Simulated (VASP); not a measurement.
Be, 2 atoms in the cell. Symmetry: P6_3/mmc, No. 194, hexagonal system. Conventional cell: a = 2.285 Å, b = 2.285 Å, c = 3.584 Å, α = 90.00°, β = 90.00°, γ = 120.00°. Within 2.9 Å of Be (site symmetry -6m2) lie 12 Be at 2.23 to 2.29 Å. 

```yaml
Program: VASP 6.6.1
Task: single point
Functional: r2SCAN
Potentials_or_basis: VASP PAW PBE potentials, release 64 (Be)
Cutoff: 520 eV
k_mesh: 10 × 10 × 6
Occupations: gaussian, width 0.1 eV
Spin: no spin polarisation
Dipole_correction: no
Further_INCAR_settings: ALGO = Normal; EDIFF = 1e-07; NBANDS = 9
```

Potentials or basis: VASP PAW PBE potentials, release 64 (Be).

Launch:

```console
$ cat potpaw_PBE.64/Be/POTCAR > POTCAR
$ cp INCAR.step1 INCAR
$ mpirun -np 1 vasp_std > vasp.out
$ cp INCAR.step2 INCAR
$ mpirun -np 1 vasp_std > vasp.out
```

Hardware: 1 thread of AMD EPYC 7R13 Processor (Zen 3) (shared host).

How long does it take, and how much memory?

Run time: 24 s on 1 thread of AMD EPYC 7R13 Processor (Zen 3), with other jobs on the host, peak memory 0.1 GiB. Counts: k points 56.
